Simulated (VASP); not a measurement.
# BiTe (P-1) in VASP: single point with PBEsol

Aim: the single point of BiTe with PBEsol.

Everything below comes from runs of VASP 6.6.1. Logs are shortened: lines on timing, memory, paths and dates and some standing lists are left out, and cuts for length are marked.

### 1 The cell of the first run

The typed cell holds 2 atoms: a = 4.367 Å, b = 4.312 Å, c = 4.339 Å, α = 68.12°, β = 67.63°, γ = 67.88°.

### 2 Single point, PBEsol (strain +0.0150 x Voigt [0, 0, 0, 0, 1, 0])

The input, INCAR:

```
PREC = Accurate
ENCUT = 520
EDIFF = 1E-7
ISMEAR = 0
SIGMA = 0.15
LREAL = False
LASPH = True
NELM = 100
ALGO = Normal
ISIF = 2
LWAVE = False
LCHARG = True
GGA = PS
LELF = True
LVHAR = True
NBANDS = 18
```

The input, KPOINTS:

```
regular mesh
0
Gamma
  12 12 12
```

The input, POSCAR:

```
BiTe
1.0
    2.4475874625      1.3987509848      3.3354622628
   -2.3978280831      1.3987509848      3.2991216462
    0.0248796897     -2.7975019696      3.3172919545
Bi Te
1 1
Direct
    0.5000000000      0.5000000000      0.5000000000
    0.0000000000      0.0000000000      0.0000000000
```

Potentials or basis: VASP PAW PBE potentials, release 64 (Bi_d, Te).

On the command line:

```
$ cat potpaw_PBE.64/Bi_d/POTCAR potpaw_PBE.64/Te/POTCAR > POTCAR
$ mpirun -np 1 vasp_std > vasp.out
```

OUTCAR:

```text
PREC = Accurate
   ENCUT = 520
   EDIFF = 1E-7
   ISMEAR = 0
   LREAL = False
   LASPH = True
   NELM = 100
   ISIF = 2
   GGA = PS

 ion  position               nearest neighbor table
   1  0.500  0.500  0.500-   2 3.23   2 3.23   2 3.25   2 3.25   2 3.27   2 3.27
   2  0.000  0.000  0.000-   1 3.23   1 3.23   1 3.25   1 3.25   1 3.27   1 3.27

  LATTYP: Found a triclinic cell.
 ALAT       =     4.3394771782
 B/A-ratio  =     1.1165975568
 C/A-ratio  =     1.0063901357
 COS(alpha) =     0.0057124961
 COS(beta)  =     0.3805835204
 COS(gamma) =     0.5640242252

  Lattice vectors:

 A1 = (   0.0248796897,  -2.7975019696,   3.3172919545)
 A2 = (   2.4227077728,  -4.1962529544,   0.0181703083)
 A3 = (   2.4475874625,   1.3987509848,   3.3354622628)

Analysis of symmetry for initial positions (statically):
=====================================================================
 Subroutine PRICEL returns:
 Original cell was already a primitive cell.

 Routine SETGRP: Setting up the symmetry group for a
 triclinic supercell.

 Subroutine GETGRP returns: Found  2 space group operations
 (whereof  2 operations were pure point group operations)
 out of a pool of  2 trial point group operations.

The static configuration has the point symmetry S_2 .

Analysis of symmetry for dynamics (positions and initial velocities):
=====================================================================
 Subroutine PRICEL returns:
 Original cell was already a primitive cell.

 Routine SETGRP: Setting up the symmetry group for a
 triclinic supercell.

 Subroutine GETGRP returns: Found  2 space group operations
 (whereof  2 operations were pure point group operations)
 out of a pool of  2 trial point group operations.

The dynamic configuration has the point symmetry S_2 .

 Subroutine INISYM returns: Found  2 space group operations
 (whereof  2 operations are pure point group operations),
 and found     1 'primitive' translations

----------------------------------------------------------------------------------------

                                     Primitive cell

  volume of cell :      67.4453

  direct lattice vectors                    reciprocal lattice vectors
     2.447587463  1.398750985  3.335462263     0.205638588  0.119153923  0.098941279
    -2.397828083  1.398750985  3.299121646    -0.207145927  0.119153923  0.102037163
     0.024879690 -2.797501970  3.317291954    -0.000753669 -0.238307845  0.100489221

  length of vectors
     4.367207026  4.311645564  4.339477178     0.257437882  0.259843558  0.258629621

  position of ions in fractional coordinates (direct lattice)
     0.500000000  0.500000000  0.500000000
     0.000000000  0.000000000  0.000000000

  ion indices of the primitive-cell ions
   primitive index   ion index
                 1           1
                 2           2

----------------------------------------------------------------------------------------

 KPOINTS: regular mesh

Automatic generation of k-mesh.
 Grid dimensions read from file:
 generate k-points for:   12   12   12

 Generating k-lattice:

  Cartesian coordinates                     Fractional coordinates (reciprocal lattice)
     0.017136549  0.009929494  0.008245107     0.083333333  0.000000000  0.000000000
    -0.017262161  0.009929494  0.008503097     0.000000000  0.083333333 -0.000000000
    -0.000062806 -0.019858987  0.008374102    -0.000000000 -0.000000000  0.083333333

  Length of vectors
     0.021453157  0.021653630  0.021552468

  Shift w.r.t. Gamma in fractional coordinates (k-lattice)
     0.000000000  0.000000000  0.000000000

 Subroutine IBZKPT returns following result:
 ===========================================

 Found    868 irreducible k-points:

 Following reciprocal coordinates:
            Coordinates               Weight
  0.000000  0.000000  0.000000      1.000000
  0.083333  0.000000  0.000000      2.000000
  0.166667  0.000000  0.000000      2.000000
  0.250000 -0.000000  0.000000      2.000000
  0.333333  0.000000  0.000000      2.000000
  0.416667  0.000000  0.000000      2.000000
[... 16 lines left out ...]
  0.250000  0.166667  0.000000      2.000000
  0.333333  0.166667  0.000000      2.000000
 [... further k-points ...]
   k-points           NKPTS =    868   k-points in BZ     NKDIM =    868   number of bands    NBANDS=     18
   number of dos      NEDOS =    301   number of ions     NIONS =      2
   total plane-waves  NPLWV =  32768
   dimension x,y,z NGX =    32 NGY =   32 NGZ =   32
   dimension x,y,z NGXF=    64 NGYF=   64 NGZF=   64
   ions per type =               1   1
   NGX,Y,Z   is equivalent  to a cutoff of  12.18, 12.34, 12.26 a.u.
   NGXF,Y,Z  is equivalent  to a cutoff of  24.36, 24.68, 24.52 a.u.
 SYSTEM =  unknown system
   PREC   = accura    normal or accurate (medium, high low for compatibility)
   ISTART =      0    job   : 0-new  1-cont  2-samecut
   ICHARG =      2    charge: 1-file 2-atom 10-const
   ISPIN  =      1    spin polarized calculation?
   LNONCOLLINEAR =      F non collinear calculations
   LSORBIT =      F    spin-orbit coupling
   LASPH  =      T    aspherical Exc in radial PAW
   ENCUT  =  520.0 eV  38.22 Ry    6.18 a.u.   8.12  8.02  8.07*2*pi/ulx,y,z
   NELM   =    100;   NELMIN=  2; NELMDL= -5     # of ELM steps
   EDIFF  = 0.1E-06   stopping-criterion for ELM
   LREAL  =      F    real-space projection
   EDIFFG = 0.1E-05   stopping-criterion for IOM
   NSW    =      0    number of steps for IOM
   IBRION =     -1    ionic relax: 0-MD 1-quasi-New 2-CG
   NFREE  =      0    steps in history (QN), initial steepest desc. (CG)
   ISIF   =      2    stress and relaxation
   ISYM   =      2    0-nonsym 1-usesym 2-fastsym
   POTIM  = 0.5000    time-step for ionic-motion
   TEBEG  =    0.0;   TEEND  =   0.0 temperature during run
   PSTRESS=    0.0 pullay stress
   NELECT =      21.0000    total number of electrons
   NUPDOWN=      -1.0000    fix difference up-down
   EMIN   =  10.00;   EMAX   =-10.00  energy-range for DOS
   EFERMI =   0.00;   METHOD = LEGACY
   ISMEAR =     0;   SIGMA  =   0.15  broadening in eV -4-tet -1-fermi 0-gaus
   EFERMI_NEDOS =   21; number of points for ismear=-14 and -15
   IALGO  =     38    algorithm
   IMIX   =      4    mixing-type and parameters
     AMIX     =   0.40;   BMIX     =  1.00
     AMIX_MAG =   1.60;   BMIX_MAG =  1.00
  volume/ion in A,a.u.               =      33.72       227.57
  Fermi-wavevector in a.u.,A,eV,Ry     =   1.109594  2.096828 16.751465  1.231198
  Thomas-Fermi vector in A             =   2.246135
   LORBIT       =      0    0 simple, 1 ext, 2 COOP (PROOUT), +10 PAW based schemes
   GGA     = PS    functional components
   LHFCALC =     F    Hartree Fock is set to
   AEXX    =    0.0000 exact exchange contribution
   IVDW    =     0    specifies the selected vdW correction
   LEPSILON=     F    determine dielectric tensor
   LRPA    =     F    only Hartree local field effects (RPA)
 non-spin polarized calculation
 Gauss-broadening in eV      SIGMA  =   0.15
  energy-cutoff  :      520.00
  volume of cell :       67.45
 maximum number of plane-waves:      1835
   NGX = 17   NGY = 17   NGZ = 17

 number of electron      20.9999997 magnetization

 Free energy of the ion-electron system (eV)
  ---------------------------------------------------
  ext. energy  EPLUGINS =         0.00000000
  ---------------------------------------------------
  free energy    TOTEN  =        -7.98769407 eV

  energy without entropy =       -7.97309095  energy(sigma->0) =       -7.98039251

 E-fermi :   6.5039     XC(G=0):  -9.6323

 val. band max:        6.5013585658   @ k =   0.3333   0.5000   0.1667
 cond. band min:       6.5047034379   @ k =   0.0833  -0.0833   0.3333
 fundamental gap:      0.0033448721
 Fermi energy:         6.5039002474

 k-point     1 :       0.0000    0.0000    0.0000
  band No.  band energies     occupation
      1     -16.6209      2.00000
      2     -16.6207      2.00000
      3     -16.6118      2.00000
      4     -16.6094      2.00000
      5     -16.5960      2.00000
      6      -6.9825      2.00000
[... 10 lines left out ...]
     17      13.1404      0.00000
     18      13.3367      0.00000

 k-point     2 :       0.0833    0.0000    0.0000
  band No.  band energies     occupation
      1     -16.6208      2.00000
      2     -16.6206      2.00000
      3     -16.6113      2.00000
      4     -16.6098      2.00000
      5     -16.5959      2.00000
      6      -6.9237      2.00000
[... 10 lines left out ...]
     17      13.0602      0.00000
     18      13.6880      0.00000

 k-point     3 :       0.1667    0.0000    0.0000
  band No.  band energies     occupation
      1     -16.6210      2.00000
      2     -16.6201      2.00000
      3     -16.6111      2.00000
      4     -16.6097      2.00000
      5     -16.5953      2.00000
      6      -6.7484      2.00000
[... 10 lines left out ...]
     17      13.9892      0.00000
     18      14.4398      0.00000

 k-point     4 :       0.2500   -0.0000    0.0000
  band No.  band energies     occupation
      1     -16.6214      2.00000
      2     -16.6194      2.00000
      3     -16.6123      2.00000
      4     -16.6083      2.00000
      5     -16.5942      2.00000
      6      -6.4594      2.00000
[... 375 lines left out ...]
      4     -16.6069      2.00000
      5     -16.5956      2.00000
      6      -6.6529      2.00000
[... 10 lines left out ...]
     17      13.2455      0.00000
     18      13.7912      0.00000

 k-point    23 :       0.2500    0.1667    0.0000
  band No.  band energies     occupation
      1     -16.6231      2.00000
      2     -16.6190      2.00000
      3     -16.6118      2.00000
      4     -16.6058      2.00000
      5     -16.5948      2.00000
      6      -6.4399      2.00000
[... 10 lines left out ...]
     17      13.7958      0.00000
     18      14.1901      0.00000

 k-point    24 :       0.3333    0.1667    0.0000
  band No.  band energies     occupation
      1     -16.6237      2.00000
      2     -16.6187      2.00000
      3     -16.6124      2.00000
      4     -16.6048      2.00000
      5     -16.5934      2.00000
      6      -6.1227      2.00000
[... 10 lines left out ...]
     17      14.6996      0.00000
     18      15.2474      0.00000

 [... further k-points ...]

------------------------ aborting loop because EDIFF is reached ----------------------------------------

  FORCE on cell =-STRESS in cart. coord.  units (eV):
  Direction    XX          YY          ZZ          XY          YZ          ZX
  --------------------------------------------------------------------------------------
  -------------------------------------------------------------------------------------
  Total       -1.0951666     -1.0976472     -0.9855251      0.1194744     -0.0000138     -0.1575871
  in kB      -26.0158971    -26.0748240    -23.4113421      2.8381378     -0.0003287     -3.7435137
  external PRESSURE =     -25.1673544 kB  Pullay stress =       0.0000000 kB

 VOLUME and BASIS-vectors are now :
 -----------------------------------------------------------------------------
  energy-cutoff  :      520.00
  volume of cell :       67.45
      direct lattice vectors                 reciprocal lattice vectors
     2.447587463  1.398750985  3.335462263     0.205638588  0.119153923  0.098941279
    -2.397828083  1.398750985  3.299121646    -0.207145927  0.119153923  0.102037163
     0.024879690 -2.797501970  3.317291954    -0.000753669 -0.238307845  0.100489221

 POSITION                                       TOTAL-FORCE (eV/Angst)
 -----------------------------------------------------------------------------------
      0.03732      0.00000      4.97594         0.000000     -0.000000      0.000000
      0.00000      0.00000      0.00000        -0.000000      0.000000      0.000000
 -----------------------------------------------------------------------------------
    total drift:                               -0.000000      0.000000     -0.000000

  FREE ENERGIE OF THE ION-ELECTRON SYSTEM (eV)
  ---------------------------------------------------
  free  energy   TOTEN  =        -7.9876940730 eV

  energy  without entropy=       -7.9730909517  energy(sigma->0) =       -7.98039251
```

Wall time 4.5 min (1 thread of Intel Xeon 6975P-C (Granite Rapids), shared host); peak memory 1 GiB.

What came out:

```
Free energy            : -7.9877 eV
Pressure               : -2.5 GPa
Band gap on the k mesh : zero (an odd number of electrons rules out a gap without spin polarisation)
```

Stress tensor (GPa, compression positive):
```
-2.60  0.28 -0.37
 0.28 -2.61  0.00
-0.37  0.00 -2.34
```

Levels at points of the mesh, in eV from the Fermi level:
```tsv
k point	band 7	band 8	band 9	band 10	band 11	band 12	band 13	band 14
(0.00, 0.00, 0.00)	-8.28	-2.98	-2.81	-1.58	1.87	2.42	2.62	4.02
(0.50, 0.00, 0.00)	-11.37	-1.84	-1.78	-0.97	-0.96	-0.58	0.35	6.70
(0.00, 0.50, 0.00)	-11.34	-1.87	-1.81	-1.05	-1.01	-0.62	0.27	6.64
(0.50, 0.50, 0.00)	-9.97	-5.61	-4.48	-3.28	2.36	3.06	3.61	4.58
(0.00, 0.00, 0.50)	-11.36	-1.89	-1.76	-1.01	-0.99	-0.59	0.31	6.66
(0.50, 0.00, 0.50)	-9.92	-5.59	-4.50	-3.23	2.39	3.11	3.66	4.52
(0.00, 0.50, 0.50)	-10.03	-5.63	-4.46	-3.33	2.33	3.03	3.54	4.65
(0.50, 0.50, 0.50)	-10.95	-2.34	-2.33	-2.23	-1.58	-1.27	-1.26	7.92
```

Caveat: the cell differs from its parent crystal (strain +0.0150 x Voigt [0, 0, 0, 0, 1, 0]); the PAW data sets were made with another functional, which shifts forces and pressure a little; spin-orbit coupling is left out, which moves the levels of the heavy elements.
